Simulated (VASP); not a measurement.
Input of a VASP 6.6.1 run:

INCAR

```
SYSTEM = Bi
ALGO = Normal
DIPOL = 0.5 0.5 0.500
EDIFF = 1E-7
ENCUT = 520
GGA = PE
IDIPOL = 3
ISIF = 2
ISMEAR = 0
LASPH = .TRUE.
LCHARG = .FALSE.
LDIPOL = .TRUE.
LREAL = .FALSE.
LWAVE = .FALSE.
NBANDS = 22
NELM = 60
PREC = Accurate
SIGMA = 0.02
```

KPOINTS

```
k-points
0
G
  9 9 1
  0 0 0
```

The input POSCAR:

```
Bi
1.0
    4.5580000000      0.0000000000      0.0000000000
   -2.2790000000      3.9473437904      0.0000000000
    0.0000000000      0.0000000000     28.0000000000
Bi
2
Direct
    0.3333333333      0.6666666667      0.5000000000
    0.6666666667      0.3333333333      0.5000000000
```

Potentials or basis: VASP PAW PBE potentials, release 64 (Bi_d).

Run with:

```sh
$ cat potpaw_PBE.64/Bi_d/POTCAR > POTCAR
$ mpirun -np 1 vasp_std > vasp.out
```

(1) What does it give for the band gap on the k mesh?

Results:

(1) zero (band 15 reaches -2.11 eV, above the bottom of band 16 at -2.71 eV).

Caveat: spin-orbit coupling is left out, which moves the levels of the heavy elements.
